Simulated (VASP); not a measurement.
# GaSb (I-4m2) in VASP: notebook

Runs on GaSb. Level: PBE. Tasks: single point.

Everything below comes from runs of VASP 6.6.1. Logs are shortened: lines on timing, memory, paths and dates and some standing lists are left out, and cuts for length are marked.

### Step 1. The cell of the first run

The structure is tetragonal, space group I-4m2 (No. 119). Conventional cell: a = 5.439 Å, b = 5.439 Å, c = 3.110 Å, α = 90.00°, β = 90.00°, γ = 90.00°. Ga (site symmetry -4m2) has 8 Sb at 2.83 to 3.58 Å and 2 Ga at 3.11 Å within 3.7 Å. Sb (site symmetry -4m2) has 8 Ga at 2.83 to 3.58 Å and 2 Sb at 3.11 Å within 3.7 Å.

### Step 2. Single point, PBE

Contents of INCAR:

```
ALGO = Normal ; EDIFF = 1E-6
ENCUT = 520 ; GGA = PE
ISIF = 2 ; ISMEAR = 0
LASPH = T ; LCHARG = T
LELF = T ; LREAL = F
LVHAR = T ; LWAVE = F
NBANDS = 16 ; NELM = 100
PREC = Accurate ; SIGMA = 0.15
```

Contents of KPOINTS:

```
k-points
0
Gamma
  16 16 16
```

Contents of POSCAR:

```
GaSb
1.0
   -2.7196500000      2.7196500000      1.5547500000
    2.7196500000     -2.7196500000      1.5547500000
    2.7196500000      2.7196500000     -1.5547500000
Ga Sb
1 1
Direct
    0.2500000000      0.7500000000      0.5000000000
    0.0000000000      0.0000000000      0.0000000000
```

Potentials or basis: VASP PAW PBE potentials, release 64 (Ga_d, Sb).

Run with:

```console
> cat potpaw_PBE.64/Ga_d/POTCAR potpaw_PBE.64/Sb/POTCAR > POTCAR
> mpirun -np 1 vasp_std > vasp.out
```

OUTCAR:

```text
EDIFF = 1E-6
   ENCUT = 520
   GGA = PE
   ISIF = 2
   ISMEAR = 0
   LASPH = T
   LREAL = F
   NELM = 100
   PREC = Accurate

 ion  position               nearest neighbor table
   1  0.250  0.750  0.500-   2 2.83   2 2.83   2 2.83   2 2.83
   2  0.000  0.000  0.000-   1 2.83   1 2.83   1 2.83   1 2.83

  LATTYP: Found a body centered tetragonal cell.
 ALAT       =     5.4393000000
 C/A-ratio  =     0.5716728255

  Lattice vectors:

 A1 = (  -2.7196500000,   2.7196500000,   1.5547500000)
 A2 = (   2.7196500000,  -2.7196500000,   1.5547500000)
 A3 = (   2.7196500000,   2.7196500000,  -1.5547500000)

Analysis of symmetry for initial positions (statically):
=====================================================================
 Subroutine PRICEL returns:
 Original cell was already a primitive cell.

 Routine SETGRP: Setting up the symmetry group for a
 body centered tetragonal supercell.

 Subroutine GETGRP returns: Found  8 space group operations
 (whereof  8 operations were pure point group operations)
 out of a pool of 16 trial point group operations.

The static configuration has the point symmetry D_2d.

Analysis of symmetry for dynamics (positions and initial velocities):
=====================================================================
 Subroutine PRICEL returns:
 Original cell was already a primitive cell.

 Routine SETGRP: Setting up the symmetry group for a
 body centered tetragonal supercell.

 Subroutine GETGRP returns: Found  8 space group operations
 (whereof  8 operations were pure point group operations)
 out of a pool of 16 trial point group operations.

The dynamic configuration has the point symmetry D_2d.

 Subroutine INISYM returns: Found  8 space group operations
 (whereof  8 operations are pure point group operations),
 and found     1 'primitive' translations

----------------------------------------------------------------------------------------

                                     Primitive cell

  volume of cell :      45.9988

  direct lattice vectors                    reciprocal lattice vectors
    -2.719650000  2.719650000  1.554750000     0.000000000  0.183847186  0.321595112
     2.719650000 -2.719650000  1.554750000     0.183847186  0.000000000  0.321595112
     2.719650000  2.719650000 -1.554750000     0.183847186  0.183847186  0.000000000

  length of vectors
     4.148522605  4.148522605  4.148522605     0.370436504  0.370436504  0.259999184

  position of ions in fractional coordinates (direct lattice)
     0.250000000  0.750000000  0.500000000
     0.000000000  0.000000000  0.000000000

  ion indices of the primitive-cell ions
   primitive index   ion index
                 1           1
                 2           2

----------------------------------------------------------------------------------------

 KPOINTS: k-points

Automatic generation of k-mesh.
 Grid dimensions read from file:
 generate k-points for:   16   16   16

 Generating k-lattice:

  Cartesian coordinates                     Fractional coordinates (reciprocal lattice)
     0.000000000  0.011490449  0.020099694     0.062500000 -0.000000000  0.000000000
     0.011490449  0.000000000  0.020099694    -0.000000000  0.062500000  0.000000000
     0.011490449  0.011490449  0.000000000     0.000000000  0.000000000  0.062500000

  Length of vectors
     0.023152282  0.023152282  0.016249949

  Shift w.r.t. Gamma in fractional coordinates (k-lattice)
     0.000000000  0.000000000  0.000000000

 Subroutine IBZKPT returns following result:
 ===========================================

 Found    349 irreducible k-points:

 Following reciprocal coordinates:
            Coordinates               Weight
  0.000000  0.000000  0.000000      1.000000
  0.062500  0.000000  0.000000      8.000000
  0.125000  0.000000  0.000000      8.000000
  0.187500  0.000000  0.000000      8.000000
  0.250000  0.000000  0.000000      8.000000
  0.312500  0.000000  0.000000      8.000000
[... 16 lines left out ...]
 -0.125000  0.062500  0.000000     16.000000
 -0.062500  0.062500  0.000000      4.000000
 [... further k-points ...]
   k-points           NKPTS =    349   k-points in BZ     NKDIM =    349   number of bands    NBANDS=     16
   number of dos      NEDOS =    301   number of ions     NIONS =      2
   total plane-waves  NPLWV =  32768
   dimension x,y,z NGX =    32 NGY =   32 NGZ =   32
   dimension x,y,z NGXF=    64 NGYF=   64 NGZF=   64
   ions per type =               1   1
   NGX,Y,Z   is equivalent  to a cutoff of  12.82, 12.82, 12.82 a.u.
   NGXF,Y,Z  is equivalent  to a cutoff of  25.65, 25.65, 25.65 a.u.
 SYSTEM =  unknown system
   PREC   = accura    normal or accurate (medium, high low for compatibility)
   ISTART =      0    job   : 0-new  1-cont  2-samecut
   ICHARG =      2    charge: 1-file 2-atom 10-const
   ISPIN  =      1    spin polarized calculation?
   LNONCOLLINEAR =      F non collinear calculations
   LSORBIT =      F    spin-orbit coupling
   LASPH  =      T    aspherical Exc in radial PAW
   ENCUT  =  520.0 eV  38.22 Ry    6.18 a.u.   7.71  7.71  7.71*2*pi/ulx,y,z
   NELM   =    100;   NELMIN=  2; NELMDL= -5     # of ELM steps
   EDIFF  = 0.1E-05   stopping-criterion for ELM
   LREAL  =      F    real-space projection
   EDIFFG = 0.1E-04   stopping-criterion for IOM
   NSW    =      0    number of steps for IOM
   IBRION =     -1    ionic relax: 0-MD 1-quasi-New 2-CG
   NFREE  =      0    steps in history (QN), initial steepest desc. (CG)
   ISIF   =      2    stress and relaxation
   ISYM   =      2    0-nonsym 1-usesym 2-fastsym
   POTIM  = 0.5000    time-step for ionic-motion
   TEBEG  =    0.0;   TEEND  =   0.0 temperature during run
   PSTRESS=    0.0 pullay stress
   NELECT =      18.0000    total number of electrons
   NUPDOWN=      -1.0000    fix difference up-down
   EMIN   =  10.00;   EMAX   =-10.00  energy-range for DOS
   EFERMI =   0.00;   METHOD = LEGACY
   ISMEAR =     0;   SIGMA  =   0.15  broadening in eV -4-tet -1-fermi 0-gaus
   EFERMI_NEDOS =   21; number of points for ismear=-14 and -15
   IALGO  =     38    algorithm
   IMIX   =      4    mixing-type and parameters
     AMIX     =   0.40;   BMIX     =  1.00
     AMIX_MAG =   1.60;   BMIX_MAG =  1.00
  volume/ion in A,a.u.               =      23.00       155.21
  Fermi-wavevector in a.u.,A,eV,Ry     =   1.197430  2.262815 19.508559  1.433839
  Thomas-Fermi vector in A             =   2.333345
   LORBIT       =      0    0 simple, 1 ext, 2 COOP (PROOUT), +10 PAW based schemes
   GGA     = PE    functional components
   LHFCALC =     F    Hartree Fock is set to
   AEXX    =    0.0000 exact exchange contribution
   IVDW    =     0    specifies the selected vdW correction
   LEPSILON=     F    determine dielectric tensor
   LRPA    =     F    only Hartree local field effects (RPA)
 non-spin polarized calculation
 Gauss-broadening in eV      SIGMA  =   0.15
  energy-cutoff  :      520.00
  volume of cell :       46.00
 maximum number of plane-waves:      1269
   NGX = 15   NGY = 15   NGZ = 15

 number of electron      18.0000011 magnetization

 Free energy of the ion-electron system (eV)
  ---------------------------------------------------
  ext. energy  EPLUGINS =         0.00000000
  ---------------------------------------------------
  free energy    TOTEN  =        -6.97308941 eV

  energy without entropy =       -6.96435787  energy(sigma->0) =       -6.96872364

 E-fermi :   7.1109     XC(G=0): -10.4558

 val. band max:        7.1065441318   @ k =  -0.2500  -0.3750   0.0625
 cond. band min:       7.1169771756   @ k =   0.3125   0.0625   0.0625
 fundamental gap:      0.0104330438
 Fermi energy:         7.1109277366

 k-point     1 :       0.0000    0.0000    0.0000
  band No.  band energies     occupation
      1      -7.9011      2.00000
      2      -7.8086      2.00000
      3      -7.8021      2.00000
      4      -7.7688      2.00000
      5      -7.7688      2.00000
      6      -5.1965      2.00000
[... 8 lines left out ...]
     15      17.2454      0.00000
     16      17.8862      0.00000

 k-point     2 :       0.0625    0.0000    0.0000
  band No.  band energies     occupation
      1      -7.8952      2.00000
      2      -7.8092      2.00000
      3      -7.8011      2.00000
      4      -7.7714      2.00000
      5      -7.7714      2.00000
      6      -5.1175      2.00000
[... 8 lines left out ...]
     15      17.2488      0.00000
     16      17.5364      0.00000

 k-point     3 :       0.1250    0.0000    0.0000
  band No.  band energies     occupation
      1      -7.8784      2.00000
      2      -7.8109      2.00000
      3      -7.7986      2.00000
      4      -7.7786      2.00000
      5      -7.7784      2.00000
      6      -4.8810      2.00000
[... 8 lines left out ...]
     15      16.2375      0.00000
     16      16.7950      0.00000

 k-point     4 :       0.1875    0.0000    0.0000
  band No.  band energies     occupation
      1      -7.8535      2.00000
      2      -7.8135      2.00000
      3      -7.7971      2.00000
      4      -7.7891      2.00000
      5      -7.7866      2.00000
      6      -4.4885      2.00000
[... 8 lines left out ...]
     15      15.4191      0.00000
     16      16.7330      0.00000
[... 324 lines left out ...]
 k-point    22 :      -0.1875    0.0625    0.0000
  band No.  band energies     occupation
      1      -7.8771      2.00000
      2      -7.8135      2.00000
      3      -7.7975      2.00000
      4      -7.7787      2.00000
      5      -7.7772      2.00000
      6      -4.7745      2.00000
[... 8 lines left out ...]
     15      16.3798      0.00000
     16      16.7364      0.00000

 k-point    23 :      -0.1250    0.0625    0.0000
  band No.  band energies     occupation
      1      -7.8943      2.00000
      2      -7.8110      2.00000
      3      -7.8001      2.00000
      4      -7.7715      2.00000
      5      -7.7706      2.00000
      6      -5.0463      2.00000
[... 8 lines left out ...]
     15      17.1503      0.00000
     16      17.4310      0.00000

 k-point    24 :      -0.0625    0.0625    0.0000
  band No.  band energies     occupation
      1      -7.9006      2.00000
      2      -7.8095      2.00000
      3      -7.8015      2.00000
      4      -7.7689      2.00000
      5      -7.7684      2.00000
      6      -5.1609      2.00000
[... 8 lines left out ...]
     15      17.1128      0.00000
     16      17.9395      0.00000

 [... further k-points ...]

------------------------ aborting loop because EDIFF is reached ----------------------------------------

  FORCE on cell =-STRESS in cart. coord.  units (eV):
  Direction    XX          YY          ZZ          XY          YZ          ZX
  --------------------------------------------------------------------------------------
  -------------------------------------------------------------------------------------
  Total        0.8808394      0.8808394      0.7700371      0.0000000     -0.0000000      0.0000000
  in kB       30.6803798     30.6803798     26.8210402      0.0000000     -0.0000000      0.0000000
  external PRESSURE =      29.3939333 kB  Pullay stress =       0.0000000 kB

 VOLUME and BASIS-vectors are now :
 -----------------------------------------------------------------------------
  energy-cutoff  :      520.00
  volume of cell :       46.00
      direct lattice vectors                 reciprocal lattice vectors
    -2.719650000  2.719650000  1.554750000     0.000000000  0.183847186  0.321595112
     2.719650000 -2.719650000  1.554750000     0.183847186  0.000000000  0.321595112
     2.719650000  2.719650000 -1.554750000     0.183847186  0.183847186  0.000000000

 POSITION                                       TOTAL-FORCE (eV/Angst)
 -----------------------------------------------------------------------------------
      2.71965     -0.00000      0.77738         0.000000      0.000000      0.000000
      0.00000      0.00000      0.00000        -0.000000     -0.000000     -0.000000
 -----------------------------------------------------------------------------------
    total drift:                                0.000000     -0.000000      0.000000

  FREE ENERGIE OF THE ION-ELECTRON SYSTEM (eV)
  ---------------------------------------------------
  free  energy   TOTEN  =        -6.9730894121 eV

  energy  without entropy=       -6.9643578732  energy(sigma->0) =       -6.96872364
```

Wall time 62 s (1 thread of Intel Xeon 6975P-C (Granite Rapids), shared host); peak memory 0.39 GiB.

What came out:

```yaml
Free_energy: -6.9731 eV
Pressure: 2.9 GPa
Band_gap_on_the_k_mesh: zero (band 9 reaches 8.87 eV, above the bottom of band 10 at 3.98 eV)
```

Stress tensor (GPa, compression positive):
```
3.07 0.00 0.00
0.00 3.07 0.00
0.00 0.00 2.68
```

Caveat: spin-orbit coupling is left out, which moves the levels of the heavy elements.

[end of part 1 of 3]
